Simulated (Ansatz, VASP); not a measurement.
Ga2O3: VASP beside Ansatz

```
Ga O
1.0
     2.47495    1.42891    4.43535
    -2.47495    1.42891    4.43535
     0.00000   -2.85783    4.43535
Ga O
4 6
Direct
  0.85595 0.85595 0.85595
  0.64405 0.64405 0.64405
  0.14405 0.14405 0.14405
  0.35595 0.35595 0.35595
  0.05312 0.44688 0.75000
  0.75000 0.05312 0.44688
  0.44688 0.75000 0.05312
  0.94688 0.55312 0.25000
  0.25000 0.94688 0.55312
  0.55312 0.25000 0.94688
```

Change from the starting cell: strained cell.

Alike in both runs: functional PBE; k mesh 6 × 6 × 6; occupations gaussian, width 0.02 eV; no spin polarisation.

Ansatz relaxed the structure, and its values are those at the end. VASP's run is a single point on that final structure, the one shown.

|  | VASP | Ansatz |
| --- | --- | --- |
| version | VASP 6.6.1 | Ansatz 0.2.0 |
| potentials or method | VASP PAW PBE potentials, release 64 (Ga_d, O), cutoff 520 eV | scalar-relativistic, plane waves, PAW |
| valence electrons in the cell | 88 | 88 |

```tsv
	VASP	Ansatz	Ansatz less VASP
gap on the k mesh at the Fermi level (eV)	3.10	3.11	+0.011
least direct gap on the mesh (eV)	3.37	3.38	+0.011
pressure (GPa)	16.6	15.5	-1.06
rms of the force components (eV/Å)	0.008	0.001	-0.0074
```

With one functional, cell and mesh, what is left measures potentials, basis and numerics. Ansatz's warnings: stress scf threshold loose.
